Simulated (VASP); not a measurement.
A run of VASP 6.6.1:

The input INCAR:

```
ALGO     = Normal         # electronic algorithm
EDIFF    = 1E-6           # SCF threshold, eV
ENCUT    = 600            # plane-wave cutoff, eV
GGA      = PS             # functional
GGA_COMPAT= F            
ISIF     = 2              # what is computed and relaxed
ISMEAR   = 0              # smearing method
ISPIN    = 2              # spin polarisation
LASPH    = T              # aspherical terms in the spheres
LCHARG   = T              # write CHGCAR
LDAU     = T              # DFT+U
LDAUJ    = 0 0 0        
LDAUL    = 2 -1 -1        # shell
LDAUPRINT= 1            
LDAUTYPE = 2            
LDAUU    = 3.5 0 0        # U, eV
LELF     = T              # ELF
LMAXMIX  = 4              # l up to which the mixer works
LORBIT   = 11             # projections on sites
LREAL    = F              # projectors in reciprocal space
LVHAR    = T            
LWAVE    = F              # write WAVECAR
MAGMOM   = 3.49 0 0 0 0.03 0 0 0 0.03 0 0 0 # initial moments
NBANDS   = 54             # bands
NELM     = 200            # most SCF steps
NUPDOWN  = 3.75           # fixed moment
PREC     = Accurate       # precision mode
SIGMA    = 0.05           # smearing width, eV
```

File KPOINTS:

```
k-points
0
Gamma
  4 4 3
```

Contents of POSCAR:

```
Mg3MnF8
1.0
    4.6230000000      0.0000000000      0.0000000000
    0.0000000000      4.6230000000      0.0000000000
    0.0000000000      0.0000000000      6.1040000000
Mn Mg F
1 3 8
Direct
    0.0000000000      1.0000000000      0.0000000000
    0.0000000000      1.0000000000      0.5000000000
    0.5000000000      0.5000000000      0.2552391189
    0.5000000000      0.5000000000      0.7447608811
    0.3133754859      0.3133754859      0.0000000000
    0.3010885540      0.3010885540      0.5000000000
    0.2028913980      0.7971086020      0.2641117791
    0.2028913980      0.7971086020      0.7358882209
    0.6866245141      0.6866245141      0.0000000000
    0.6989114460      0.6989114460      0.5000000000
    0.7971086020      0.2028913980      0.2641117791
    0.7971086020      0.2028913980      0.7358882209
```

Potentials or basis: VASP PAW PBE potentials, release 64 (Mn_pv, Mg, F).

Launch:

```bash
$ cat potpaw_PBE.64/Mn_pv/POTCAR potpaw_PBE.64/Mg/POTCAR potpaw_PBE.64/F/POTCAR > POTCAR
$ mpirun -np 1 vasp_std > vasp.out
```

Hardware: 1 thread of Intel Xeon 8259CL, on a shared host.

Question: How long does it take, and how much memory?

Answer: Run time: 20 min on 1 thread of Intel Xeon 8259CL (shared host), peak memory 0.45 GiB. Counts: scf iterations 35, k points 14.
